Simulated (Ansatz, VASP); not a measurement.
AlCo: VASP beside Ansatz

```
Co Al
1.0
     2.59889    0.00000    0.00000
    -1.29944    2.25070    0.00000
     0.00000    0.00000    3.67753
Co Al
1 1
Cartesian
  0.0000 0.0000 0.0000
  0.0000 1.5005 1.8388
```

Change from the starting cell: volume scaled by 0.88, PAW files.

Alike in both runs: task single point; functional PBE; k mesh 15 × 15 × 14; occupations fermi-dirac, width 0.1 eV; no spin polarisation.

|  | VASP | Ansatz |
| --- | --- | --- |
| version | VASP 6.6.1 | Ansatz 0.2.0 |
| potentials or method | VASP PAW PBE potentials, release 64 (Co, Al) | PAW with Ansatz's default frozen-core files, scalar-relativistic |
| plane-wave cutoff (eV) | 520 | 420 |
| valence electrons in the cell | 12 | 20 |

|  | VASP | Ansatz | Ansatz less VASP |
| --- | --- | --- | --- |
| pressure (GPa) | 26.5 | 26.7 | +0.20 |
| traceless stress, the component that is largest in VASP (GPa) | -0.29 | 0.03 | +0.318 |

With one functional, cell and mesh, what is left measures potentials, basis and numerics. VASP's potentials hold 12 valence electrons a cell and Ansatz's 20, so a difference there can come from the potentials and not from the codes.
